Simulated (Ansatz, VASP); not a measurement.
# BAs in VASP and in Ansatz

```
B As
1.0
     0.00000    2.36795    2.40297
     2.36795    0.00000    2.40297
     2.36795    2.36795    0.00000
B As
1 1
Direct
  0.00000 0.00000 0.00000
  0.25000 0.25000 0.25000
```

Change from the starting cell: epitaxial_xy strain -1.0%.

Alike in both runs: task single point; functional PBE; k mesh 10 × 10 × 10; occupations fermi-dirac, width 0.02 eV; no spin polarisation.

|  | VASP | Ansatz |
| --- | --- | --- |
| version | VASP 6.6.1 | Ansatz 0.2.0 |
| potentials or method | VASP PAW PBE potentials, release 64 (B, As) | plane waves, PAW |
| plane-wave cutoff (eV) | 520 | 420 |
| valence electrons in the cell | 8 | 18 |

```csv
,VASP,Ansatz,Ansatz less VASP
gap on the k mesh at the Fermi level (eV),1.05,1.06,+0.009
pressure (GPa),5.1,4.4,-0.69
"traceless stress, the component that is largest in VASP (GPa)",-2.08,-2.09,-0.010
```

With one functional, cell and mesh, what is left measures potentials, basis and numerics. VASP's potentials hold 8 valence electrons a cell and Ansatz's 18, so a difference there can come from the potentials and not from the codes.
